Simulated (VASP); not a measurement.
Here is a VASP 6.6.1 calculation.

File INCAR:

```
PREC = Accurate
ENCUT = 520
EDIFF = 1E-6
ISMEAR = 0
SIGMA = 0.05
LREAL = F
LASPH = T
NELM = 100
ALGO = Normal
ISIF = 2
LWAVE = F
LCHARG = F
GGA = PE
NBANDS = 16
```

Contents of KPOINTS:

```
regular mesh
0
Gamma
  8 8 8
```

Contents of POSCAR:

```
GaP
1.0
    0.0000000000      2.7527919388      2.7527919388
    2.7527919388      0.0000000000      2.7527919388
    2.7527919388      2.7527919388      0.0000000000
Ga P
1 1
Direct
    0.0000000000      0.0000000000      0.0000000000
    0.7500000000      0.7500000000      0.7500000000
```

Potentials or basis: VASP PAW PBE potentials, release 64 (Ga_d, P).

Run with:

```sh
$ cat potpaw_PBE.64/Ga_d/POTCAR potpaw_PBE.64/P/POTCAR > POTCAR
$ mpirun -np 1 vasp_std > vasp.out
```

Task: What does it give for the band gap on the k mesh?

Result: 1.58 eV, direct.

Task: Estimate the pressure.

Result: 0.0 GPa.

**Measured values to compare with.**

“Stacking defects in GaP nanowires: Electronic structure and optical properties”, 2018, arxiv:1810.01194 quotes, for a bulk crystal of GaP at 10 K: band gap 2.34 eV (indirect).

Against the measured gap of GaP, 2.34 eV (indirect; 10 K; quoted in “Stacking defects in GaP nanowires: Electronic structure and optical properties”, 2018, arxiv:1810.01194), the calculated 1.58 eV is off by -0.76 eV. Spin-orbit coupling on Ga is left out. The value is that of PBE on a finite k mesh, which can miss the band edges, without temperature or zero-point motion. Semilocal functionals fall short of measured gaps as a rule.
